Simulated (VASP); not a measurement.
# Ir (P6_3/mmc) in VASP: a series of runs

The runs below take Ir through relaxation of cell and atoms, with PBE.

All numbers are computed with VASP 6.6.1; they aren't measurements. Logs are shortened: lines on timing, memory, paths and dates and some standing lists are left out, and cuts for length are marked.

## 1. The cell of the first run

It takes space group P6_3/mmc (No. 194, hexagonal). Conventional cell: a = 2.710 Å, b = 2.710 Å, c = 4.425 Å, α = 90.00°, β = 90.00°, γ = 120.00°. Within 3.6 Å of Ir (site symmetry -6m2) lie 12 Ir at 2.71 Å.

## 2. Relaxation of cell and atoms, PBE, target pressure 10 GPa, at which the enthalpy is minimised

The input, INCAR:

```
SYSTEM = Ir
PREC = Accurate ; ENCUT = 600
EDIFF = 1E-7 ; ISMEAR = 1
SIGMA = 0.05 ; LREAL = .False.
LASPH = .True. ; NELM = 100
ALGO = Normal ; ISIF = 3
LWAVE = .False. ; LCHARG = .False.
GGA = PE ; IBRION = 2
NSW = 80 ; EDIFFG = -0.03
PSTRESS = 100.0
```

The input, KPOINTS:

```
regular mesh
0
Gamma
  7 7 4
  0 0 0
```

The input, POSCAR:

```
Ir
1.0
    2.7100000000      0.0000000000      0.0000000000
   -1.3550000000      2.3469288443      0.0000000000
    0.0000000000      0.0000000000      4.4254300000
Ir
2
Direct
    0.3333333333      0.6666666667      0.2500000000
    0.6666666667      0.3333333333      0.7500000000
```

Potentials or basis: VASP PAW PBE potentials, release 64 (Ir).

Run with:

```
> cat potpaw_PBE.64/Ir/POTCAR > POTCAR
> mpirun -np 1 vasp_std > vasp.out
```

OUTCAR:

```text
SYSTEM = Ir
   PREC = Accurate
   ENCUT = 600
   EDIFF = 1E-7
   ISMEAR = 1
   LREAL = .False.
   LASPH = .True.
   NELM = 100
   ISIF = 3
   GGA = PE
   IBRION = 2
   NSW = 80
   EDIFFG = -0.03
   PSTRESS = 100.0

 ion  position               nearest neighbor table
   1  0.333  0.667  0.250-   2 2.71   2 2.71   2 2.71   2 2.71   2 2.71   2 2.71
   2  0.667  0.333  0.750-   1 2.71   1 2.71   1 2.71   1 2.71   1 2.71   1 2.71

  LATTYP: Found a hexagonal cell.
 ALAT       =     2.7100000000
 C/A-ratio  =     1.6330000000

  Lattice vectors:

 A1 = (   2.7100000000,   0.0000000000,   0.0000000000)
 A2 = (  -1.3550000000,   2.3469288443,   0.0000000000)
 A3 = (   0.0000000000,   0.0000000000,   4.4254300000)

Analysis of symmetry for initial positions (statically):
=====================================================================
 Subroutine PRICEL returns:
 Original cell was already a primitive cell.

 Routine SETGRP: Setting up the symmetry group for a
 hexagonal supercell.

 Subroutine GETGRP returns: Found 24 space group operations
 (whereof 12 operations were pure point group operations)
 out of a pool of 24 trial point group operations.

The static configuration has the point symmetry D_3d.
 The point group associated with its full space group is D_6h.

Analysis of symmetry for dynamics (positions and initial velocities):
=====================================================================
 Subroutine PRICEL returns:
 Original cell was already a primitive cell.

 Routine SETGRP: Setting up the symmetry group for a
 hexagonal supercell.

 Subroutine GETGRP returns: Found 24 space group operations
 (whereof 12 operations were pure point group operations)
 out of a pool of 24 trial point group operations.

The dynamic configuration has the point symmetry D_3d.
 The point group associated with its full space group is D_6h.

 Subroutine INISYM returns: Found 24 space group operations
 (whereof 12 operations are pure point group operations),
 and found     1 'primitive' translations

----------------------------------------------------------------------------------------

                                     Primitive cell

  volume of cell :      28.1465

  direct lattice vectors                    reciprocal lattice vectors
     2.710000000  0.000000000  0.000000000     0.369003690  0.213044380  0.000000000
    -1.355000000  2.346928844  0.000000000     0.000000000  0.426088760  0.000000000
     0.000000000  0.000000000  4.425430000     0.000000000  0.000000000  0.225966742

  length of vectors
     2.710000000  2.710000000  4.425430000     0.426088760  0.426088760  0.225966742

  position of ions in fractional coordinates (direct lattice)
     0.333333333  0.666666667  0.250000000
     0.666666667  0.333333333  0.750000000

  ion indices of the primitive-cell ions
   primitive index   ion index
                 1           1
                 2           2

----------------------------------------------------------------------------------------

 KPOINTS: regular mesh

Automatic generation of k-mesh.
 Grid dimensions read from file:
 generate k-points for:    7    7    4

 Generating k-lattice:

  Cartesian coordinates                     Fractional coordinates (reciprocal lattice)
     0.052714813  0.030434911  0.000000000     0.142857143  0.000000000  0.000000000
     0.000000000  0.060869823  0.000000000     0.000000000  0.142857143  0.000000000
     0.000000000  0.000000000  0.056491686     0.000000000  0.000000000  0.250000000

  Length of vectors
     0.060869823  0.060869823  0.056491686

  Shift w.r.t. Gamma in fractional coordinates (k-lattice)
     0.000000000  0.000000000  0.000000000

 Subroutine IBZKPT returns following result:
 ===========================================

 Found     24 irreducible k-points:

 Following reciprocal coordinates:
            Coordinates               Weight
  0.000000  0.000000  0.000000      1.000000
  0.142857 -0.000000  0.000000      6.000000
  0.285714  0.000000  0.000000      6.000000
  0.428571  0.000000  0.000000      6.000000
  0.142857  0.142857  0.000000      6.000000
  0.285714  0.142857  0.000000     12.000000
[... 16 lines left out ...]
  0.428571  0.142857  0.500000      6.000000
  0.285714  0.285714  0.500000      6.000000
   k-points           NKPTS =     24   k-points in BZ     NKDIM =     24   number of bands    NBANDS=     13
   number of dos      NEDOS =    301   number of ions     NIONS =      2
   total plane-waves  NPLWV =  20736
   dimension x,y,z NGX =    24 NGY =   24 NGZ =   36
   dimension x,y,z NGXF=    48 NGYF=   48 NGZF=   72
   ions per type =               2
   NGX,Y,Z   is equivalent  to a cutoff of  14.72, 14.72, 13.52 a.u.
   NGXF,Y,Z  is equivalent  to a cutoff of  29.45, 29.45, 27.05 a.u.
 SYSTEM =  Ir
   PREC   = accura    normal or accurate (medium, high low for compatibility)
   ISTART =      0    job   : 0-new  1-cont  2-samecut
   ICHARG =      2    charge: 1-file 2-atom 10-const
   ISPIN  =      1    spin polarized calculation?
   LNONCOLLINEAR =      F non collinear calculations
   LSORBIT =      F    spin-orbit coupling
   LASPH  =      T    aspherical Exc in radial PAW
   ENCUT  =  600.0 eV  44.10 Ry    6.64 a.u.   5.41  5.41  8.84*2*pi/ulx,y,z
   NELM   =    100;   NELMIN=  2; NELMDL= -5     # of ELM steps
   EDIFF  = 0.1E-06   stopping-criterion for ELM
   LREAL  =      F    real-space projection
   EDIFFG = -.3E-01   stopping-criterion for IOM
   NSW    =     80    number of steps for IOM
   IBRION =      2    ionic relax: 0-MD 1-quasi-New 2-CG
   NFREE  =      1    steps in history (QN), initial steepest desc. (CG)
   ISIF   =      3    stress and relaxation
   ISYM   =      2    0-nonsym 1-usesym 2-fastsym
   POTIM  = 0.5000    time-step for ionic-motion
   TEBEG  =    0.0;   TEEND  =   0.0 temperature during run
   PSTRESS=  100.0 pullay stress
   NELECT =      18.0000    total number of electrons
   NUPDOWN=      -1.0000    fix difference up-down
   EMIN   =  10.00;   EMAX   =-10.00  energy-range for DOS
   EFERMI =   0.00;   METHOD = LEGACY
   ISMEAR =     1;   SIGMA  =   0.05  broadening in eV -4-tet -1-fermi 0-gaus
   EFERMI_NEDOS =   21; number of points for ismear=-14 and -15
   IALGO  =     38    algorithm
   IMIX   =      4    mixing-type and parameters
     AMIX     =   0.40;   BMIX     =  1.00
     AMIX_MAG =   1.60;   BMIX_MAG =  1.00
  volume/ion in A,a.u.               =      14.07        94.97
  Fermi-wavevector in a.u.,A,eV,Ry     =   1.410449  2.665362 27.066979  1.989367
  Thomas-Fermi vector in A             =   2.532402
   LORBIT       =      0    0 simple, 1 ext, 2 COOP (PROOUT), +10 PAW based schemes
   GGA     = PE    functional components
   LHFCALC =     F    Hartree Fock is set to
   AEXX    =    0.0000 exact exchange contribution
   IVDW    =     0    specifies the selected vdW correction
   LEPSILON=     F    determine dielectric tensor
   LRPA    =     F    only Hartree local field effects (RPA)
 conjugate gradient relaxation of ions
 non-spin polarized calculation
 Methfessel and Paxton  Order N= 1 SIGMA  =   0.05
  energy-cutoff  :      600.00
  volume of cell :       28.15
 maximum number of plane-waves:       966
 NGX is ok and might be reduce to    24
   NGX = 11   NGY = 11   NGZ = 17

--------------------------------------- Ionic step        1  -------------------------------------------

 number of electron      18.0000001 magnetization

 Free energy of the ion-electron system (eV)
  ---------------------------------------------------
  ext. energy  EPLUGINS =         0.00000000
  ---------------------------------------------------
  free energy    TOTEN  =       -17.63075709 eV

  energy without entropy =      -17.63001544  energy(sigma->0) =      -17.63050987

------------------------ aborting loop because EDIFF is reached ----------------------------------------

  FORCE on cell =-STRESS in cart. coord.  units (eV):
  Direction    XX          YY          ZZ          XY          YZ          ZX
  --------------------------------------------------------------------------------------
  -------------------------------------------------------------------------------------
  Total        2.1053335      2.1053335      2.3154528      0.0000000      0.0000000      0.0000000
  in kB      119.8413801    119.8413801    131.8019447      0.0000000      0.0000000      0.0000000
  external PRESSURE =      23.8282349 kB  Pullay stress =     100.0000000 kB

 VOLUME and BASIS-vectors are now :
 -----------------------------------------------------------------------------
  energy-cutoff  :      600.00
  volume of cell :       28.15
      direct lattice vectors                 reciprocal lattice vectors
     2.710000000  0.000000000  0.000000000     0.369003690  0.213044380  0.000000000
    -1.355000000  2.346928844  0.000000000     0.000000000  0.426088760  0.000000000
     0.000000000  0.000000000  4.425430000     0.000000000  0.000000000  0.225966742

 POSITION                                       TOTAL-FORCE (eV/Angst)
 -----------------------------------------------------------------------------------
     -0.00000      1.56462      1.10636        -0.000000      0.000000      0.000000
      1.35500      0.78231      3.31907         0.000000      0.000000      0.000000
 -----------------------------------------------------------------------------------
    total drift:                               -0.000000      0.000000     -0.000000

  FREE ENERGIE OF THE ION-ELECTRON SYSTEM (eV)
  ---------------------------------------------------
  free  energy   TOTEN  =       -17.6307570868 eV
[... 19 lines left out ...]
 VOLUME and BASIS-vectors are now :
 -----------------------------------------------------------------------------
  energy-cutoff  :      600.00
  volume of cell :       29.01
      direct lattice vectors                 reciprocal lattice vectors
     2.732785390  0.000000000  0.000000000     0.365927015  0.211268061  0.000000000
    -1.366392695  2.366661571  0.000000000     0.000000000  0.422536121  0.000000000
    -0.000000000  0.000000000  4.485068190     0.000000000 -0.000000000  0.222962050

 POSITION                                       TOTAL-FORCE (eV/Angst)
 -----------------------------------------------------------------------------------
     -0.00000      1.57777      1.12127        -0.000000      0.000000      0.000000
      1.36639      0.78889      3.36380         0.000000     -0.000000      0.000000
 -----------------------------------------------------------------------------------
    total drift:                               -0.000000      0.000000     -0.000000

  FREE ENERGIE OF THE ION-ELECTRON SYSTEM (eV)
  ---------------------------------------------------
  free  energy   TOTEN  =       -17.6652382328 eV

  energy  without entropy=      -17.6643729934  energy(sigma->0) =      -17.66494982

  enthalpy is  TOTEN    =       -15.8547314584 eV   P V=        1.8105067744

--------------------------------------- Ionic step        3  -------------------------------------------

 number of electron      18.0000001 magnetization

 Free energy of the ion-electron system (eV)
  ---------------------------------------------------
  ext. energy  EPLUGINS =         0.00000000
  ---------------------------------------------------
  free energy    TOTEN  =       -17.64276114 eV

  energy without entropy =      -17.64199805  energy(sigma->0) =      -17.64250677

 E-fermi :  10.6593     XC(G=0): -13.9828

 val. band max:       10.6589434578   @ k =   0.2857   0.1429   0.0000
 cond. band min:      10.7068459628   @ k =   0.0000   0.0000   0.2500
 fundamental gap:      0.0479025050
 Fermi energy:        10.6593402467

 k-point     1 :       0.0000    0.0000    0.0000
  band No.  band energies     occupation
      1      -0.7194      2.00000
      2       2.2979      2.00000
      3       6.4848      2.00000
      4       6.6495      2.00000
      5       6.6495      2.00000
      6       7.2899      2.00000
      7       7.2899      2.00000
      8       8.2021      2.00000
      9       8.2021      2.00000
     10       9.6174      2.00000
     11      10.7971     -0.00069
     12      10.7971     -0.00069
     13      17.4909      0.00000

 k-point     2 :       0.1429   -0.0000    0.0000
  band No.  band energies     occupation
      1       0.0586      2.00000
      2       2.9597      2.00000
      3       5.7899      2.00000
      4       6.8350      2.00000
      5       6.9372      2.00000
      6       7.3172      2.00000
      7       7.3569      2.00000
      8       7.7606      2.00000
      9       7.9146      2.00000
     10       8.1548      2.00000
     11      11.0312     -0.00000
     12      13.7248      0.00000
     13      17.3619      0.00000
[... 363 lines left out ...]
 VOLUME and BASIS-vectors are now :
 -----------------------------------------------------------------------------
  energy-cutoff  :      600.00
  volume of cell :       28.32
      direct lattice vectors                 reciprocal lattice vectors
     2.714570760  0.000000000  0.000000000     0.368382366  0.212685658  0.000000000
    -1.357285380  2.350887238  0.000000000     0.000000000  0.425371317  0.000000000
    -0.000000000  0.000000000  4.437393448     0.000000000 -0.000000000  0.225357524

 POSITION                                       TOTAL-FORCE (eV/Angst)
 -----------------------------------------------------------------------------------
     -0.00000      1.56726      1.10935        -0.000000      0.000000      0.000000
      1.35729      0.78363      3.32805         0.000000     -0.000000      0.000000
 -----------------------------------------------------------------------------------
    total drift:                               -0.000000      0.000000     -0.000000

  FREE ENERGIE OF THE ION-ELECTRON SYSTEM (eV)
  ---------------------------------------------------
  free  energy   TOTEN  =       -17.6427611378 eV

  energy  without entropy=      -17.6419980460  energy(sigma->0) =      -17.64250677

  enthalpy is  TOTEN    =       -15.8752981808 eV   P V=        1.7674629570

 reached required accuracy - stopping structural energy minimisation
```

Wall time 12 s (1 thread of Intel Xeon 6975P-C (Granite Rapids), shared host); peak memory 0.16 GiB.

What came out:

| Quantity | Value |
| --- | --- |
| Free energy | -17.6428 eV |
| Relaxed volume | 14.16 Å³/atom |
| Relaxed cell | a = 2.715 Å, b = 2.715 Å, c = 4.437 Å, α = 90.00°, β = 90.00°, γ = 120.00° |
| Space group after relaxing (to 0.05 Å) | P6_3/mmc (No. 194) |
| Energy change on relaxing (the enthalpy is what falls) | -6.0 meV/atom |
| Ionic steps | 3 |
| Pressure after relaxing | 9.9 GPa |
| Band gap on the k mesh | zero (band 9 reaches 11.32 eV, above the bottom of band 10 at 8.15 eV) |

Step by step:
| step | energy change (eV) | largest force (eV/Å) | pressure (GPa) | volume (Å³) |
| --- | --- | --- | --- | --- |
| 1 | 0.0000 | 0.0000 | 12.38 | 28.15 |
| 2 | -0.0345 | 0.0000 | 0.88 | 29.01 |
| 3 | -0.0120 | 0.0000 | 9.92 | 28.32 |

Final structure:
```yaml
crystal:
  lattice:
    - [2.71457, 0.00000, 0.00000]
    - [-1.35729, 2.35089, 0.00000]
    - [0.00000, 0.00000, 4.43739]
  atoms:
    - { symbol: Ir, position: [0.33333, 0.66667, 0.25000] }
    - { symbol: Ir, position: [0.66667, 0.33333, 0.75000] }
```

Levels at points of the mesh, in eV from the Fermi level:
```tsv
k point	band 7	band 8	band 9	band 10	band 11	band 12
(0.00, 0.00, 0.00)	-3.37	-2.46	-2.46	-1.04	0.14	0.14
(0.00, 0.00, 0.50)	-4.11	-4.11	-0.62	-0.62	-0.62	-0.62
```

Caveat: the k points lie up to 0.38 Å⁻¹ apart in the final cell; the cell is relaxed towards a set pressure, so the enthalpy falls and the energy may rise; spin-orbit coupling is left out, which moves the levels of the heavy elements.

## 3. Relaxation of cell and atoms, PBE, target pressure 20 GPa, at which the enthalpy is minimised

The input, INCAR:

```
SYSTEM = Ir
  PREC = Accurate
  ENCUT = 600
  EDIFF = 1E-6
  ISMEAR = 1
  SIGMA = 0.05
  LREAL = .False.
  LASPH = .True.
  NELM = 80
  ALGO = Normal
  ISIF = 3
  LWAVE = .False.
  LCHARG = .False.
  GGA = PE
  IBRION = 2
  NSW = 80
  EDIFFG = -0.03
  PSTRESS = 200.0
```

The input, KPOINTS:

```
Automatic mesh
0
Gamma
  7 7 4
  0 0 0
```

POSCAR is that of step 2.

Potentials or basis: VASP PAW PBE potentials, release 64 (Ir).

Run with:

```
> cat potpaw_PBE.64/Ir/POTCAR > POTCAR
> mpirun -np 1 vasp_std > vasp.out
```

Run time: 20 s. Hardware: 1 thread of Intel Xeon 6975P-C (Granite Rapids), shared host; peak memory 0.16 GiB.

Results (log left out):

- Free energy: -17.5802 eV
- Relaxed volume: 13.82 Å³/atom
- Relaxed cell: a = 2.692 Å, b = 2.692 Å, c = 4.405 Å, α = 90.00°, β = 90.00°, γ = 120.00°
- Space group after relaxing (to 0.05 Å): P6_3/mmc (No. 194)
- Energy change on relaxing (the enthalpy is what falls): +25.3 meV/atom
- Ionic steps: 7
- Pressure after relaxing: 20.1 GPa
- Band gap on the k mesh: zero (band 9 reaches 11.80 eV, above the bottom of band 10 at 8.49 eV)

The path:
```
step  energy change (eV)  largest force (eV/Å)  pressure (GPa)  volume (Å³)
   1              0.0000                0.0000           12.38        28.15
   2              0.5898                0.0000           63.91        25.51
   3              0.0476                0.0000           19.74        27.67
   4              0.0495                0.0000           19.97        27.65
   5              0.0507                0.0000           20.15        27.64
   6              0.0505                0.0000           20.11        27.65
   7              0.0506                0.0000           20.13        27.64
```

Final structure:
```
CELL_PARAMETERS angstrom
2.69183 0.00000 0.00000
-1.34591 2.33119 0.00000
0.00000 0.00000 4.40528
ATOMIC_POSITIONS crystal
Ir 0.33333 0.66667 0.25000
Ir 0.66667 0.33333 0.75000
```

Levels at points of the mesh, in eV from the Fermi level:
```csv
k point,band 6,band 7,band 8,band 9,band 10,band 11,band 12,band 13
"(0.00, 0.00, 0.00)",-3.50,-3.50,-2.55,-2.55,-1.13,0.14,0.14,7.04
"(0.00, 0.00, 0.50)",-4.27,-4.27,-4.27,-0.64,-0.64,-0.64,-0.64,13.45
```

Caveat: the k points lie up to 0.39 Å⁻¹ apart in the final cell; the cell is relaxed towards a set pressure, so the enthalpy falls and the energy may rise; spin-orbit coupling is left out, which moves the levels of the heavy elements.
